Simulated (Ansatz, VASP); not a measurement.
## One calculation of Hf, two programs

Contents of INCAR:

```
SYSTEM = Hf
ALGO     = Normal         ! electronic algorithm
EDIFF    = 1E-6           ! SCF threshold, eV
EDIFFG   = -0.1           ! ionic threshold
ENCUT    = 600            ! plane-wave cutoff, eV
GGA      = PS             ! functional
IBRION   = 2              ! ionic algorithm
ISIF     = 3              ! what is computed and relaxed
ISMEAR   = -1             ! smearing method
LASPH    = .TRUE.         ! aspherical terms in the spheres
LCHARG   = .FALSE.        ! write CHGCAR
LREAL    = .FALSE.        ! projectors in reciprocal space
LWAVE    = .FALSE.        ! write WAVECAR
NELM     = 100            ! most SCF steps
NSW      = 100            ! ionic steps
PREC     = Accurate       ! precision mode
SIGMA    = 0.05           ! smearing width, eV
```

Contents of KPOINTS:

```
k-points
0
G
  14 14 8
  0 0 0
```

The input POSCAR:

```
Hf
1.0
    3.1967000000      0.0000000000      0.0000000000
   -1.5983500000      2.7684234083      0.0000000000
    0.0000000000      0.0000000000      5.0578000000
Hf
2
Direct
    0.3333333333      0.6666666667      0.2500000000
    0.6666666667      0.3333333333      0.7500000000
```

Input for Ansatz:

```yaml
crystal:
  lattice:
    - [3.19670000001, 0.0, 0.0]
    - [-1.59835, 2.76842340829, 0.0]
    - [0.0, 0.0, 5.0578]
  atoms:
    - { symbol: Hf, position: [0.333333333333, 0.666666666667, 0.25] }
    - { symbol: Hf, position: [0.666666666667, 0.333333333333, 0.75] }
kpoints:
  mp_grid: { grid: [14, 14, 8] }
scf:
  occupations: { method: fermi_dirac, width: 0.05 }
hamiltonian:
  xc: pbesol
  pseudopotentials: { kind: paw }
relax:
  f_tol: 0.1
  max_steps: 80
  cell: {}
  max_displacement: 0.1
output:
  forces: true
  stress: true
```

Alike in both runs: task relaxation of cell and atoms; functional PBEsol; k mesh 14 × 14 × 8; occupations fermi-dirac, width 0.05 eV; no spin polarisation.

|  | VASP | Ansatz |
| --- | --- | --- |
| version | VASP 6.6.1 | Ansatz 0.2.0 |
| potentials or method | VASP PAW PBE potentials, release 64 (Hf_pv) | PAW with Ansatz's default frozen-core files, scalar-relativistic |
| plane-wave cutoff (eV) | 600 | 420 |
| valence electrons in the cell | 20 | 52 |

Ansatz gave:

```
relaxed volume (Å³/atom)                                     : 21.60
relaxed cell length with the largest relative difference (Å) : 4.998
```

Task: Estimate VASP's values.

Result: Relaxed volume (Å³/atom): 21.54; relaxed cell length with the largest relative difference (Å): 4.991.

VASP's potentials were made for PBE, not for PBEsol. VASP's potentials hold 20 valence electrons a cell and Ansatz's 52, so a difference there can come from the potentials and not from the codes.

Spin-orbit coupling is off throughout.
